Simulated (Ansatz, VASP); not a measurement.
# Two plane-wave programs on AlAu2

The input INCAR:

```
ALGO     = Fast           # electronic algorithm
EDIFF    = 1E-6           # SCF threshold, eV
ENCUT    = 520            # plane-wave cutoff, eV
ISIF     = 2              # what is computed and relaxed
ISMEAR   = 0              # smearing method
LASPH    = True           # aspherical terms in the spheres
LCHARG   = False          # write CHGCAR
LREAL    = False          # projectors in reciprocal space
LWAVE    = False          # write WAVECAR
NBANDS   = 20             # bands
NELM     = 60             # most SCF steps
PREC     = Accurate       # precision mode
SIGMA    = 0.15           # smearing width, eV
```

Contents of KPOINTS:

```
k-points
0
Gamma
  16 16 16
```

Contents of POSCAR:

```
AlAu2
1.0
   -1.6027500000      1.6027500000      4.5596000000
    1.6027500000     -1.6027500000      4.5596000000
    1.6027500000      1.6027500000     -4.5596000000
Al Au
1 2
Direct
    0.0000000000      0.0000000000      0.0000000000
    0.6570428093      0.6570428093      0.0000000000
    0.3429571907      0.3429571907      0.0000000000
```

Input for Ansatz:

```yaml
crystal:
  lattice:
    - [-1.60275, 1.60275, 4.5596]
    - [1.60275, -1.60275, 4.5596]
    - [1.60275, 1.60275, -4.5596]
  atoms:
    - { symbol: Al, position: [0.0, 0.0, 0.0] }
    - { symbol: Au, position: [0.6570428093, 0.6570428093, 0.0] }
    - { symbol: Au, position: [0.3429571907, 0.3429571907, 0.0] }
basis:
  ecutwfc: 420
kpoints:
  mp_grid: { grid: [16, 16, 16] }
hamiltonian:
  xc: lda
scf:
  occupations: { method: gaussian, width: 0.15 }
output:
  forces: true
  stress: true
  eigenvalues: true
```

Alike in both runs: task single point; functional LDA; k mesh 16 × 16 × 16; occupations gaussian, width 0.15 eV; no spin polarisation.

|  | VASP | Ansatz |
| --- | --- | --- |
| version | VASP 6.6.1 | Ansatz 0.2.0 |
| potentials or method | VASP PAW LDA potentials, release 64 (Al, Au), cutoff 520 eV | scalar-relativistic, plane waves, PAW |
| valence electrons in the cell | 25 | 41 |

```csv
,VASP,Ansatz,Ansatz less VASP
gap on the k mesh at the Fermi level (eV),none,none,-
pressure (GPa),1.2,0.9,-0.36
"traceless stress, the component that is largest in VASP (GPa)",-4.50,-4.57,-0.070
rms of the force components (eV/Å),0.251,0.257,+0.0061
```

LDA's correlation is that of Perdew and Zunger in VASP and of Perdew and Wang (1992) in Ansatz. Atom by atom the forces differ by 0.006 eV/Å (rms over components). A gap of «none» marks a metal or a gap that the smearing closes. VASP's potentials hold 25 valence electrons a cell and Ansatz's 41, so a difference there can come from the potentials and not from the codes.

Spin-orbit coupling is off throughout.
